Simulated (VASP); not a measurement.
W: single point with PBE

Crystal: W.

```
CELL_PARAMETERS angstrom
-1.59177 1.59177 1.59177
1.59177 -1.59177 1.59177
1.59177 1.59177 -1.59177
ATOMIC_POSITIONS crystal
W 0.00000 0.00000 0.00000
```

```yaml
Program: VASP 6.6.1
Task: single point
Functional: PBE
Potentials_or_basis: VASP PAW PBE potentials, release 64 (W_sv)
Cutoff: 520 eV
k_mesh: 19 × 19 × 19
Occupations: fermi-dirac, width 0.1 eV
Spin: no spin polarisation
```

```
Pressure               : 0.5 GPa
Band gap on the k mesh : zero (bands 7 and 8 overlap by 5.91 eV)
```

Levels at points of the mesh, in eV from the Fermi level:
| k point | band 4 | band 5 | band 6 | band 7 | band 8 | band 9 | band 10 | band 11 |
| --- | --- | --- | --- | --- | --- | --- | --- | --- |
| (0.00, 0.00, 0.00) | -37.76 | -9.51 | -1.17 | -1.17 | -1.17 | 2.25 | 2.25 | 14.50 |

It took 13 s on 1 thread of Intel(R) Xeon(R) 6975P-C (Granite Rapids) (shared host), peak memory 0.17 GiB.

Caveat: spin-orbit coupling is left out, which moves the levels of the heavy elements.
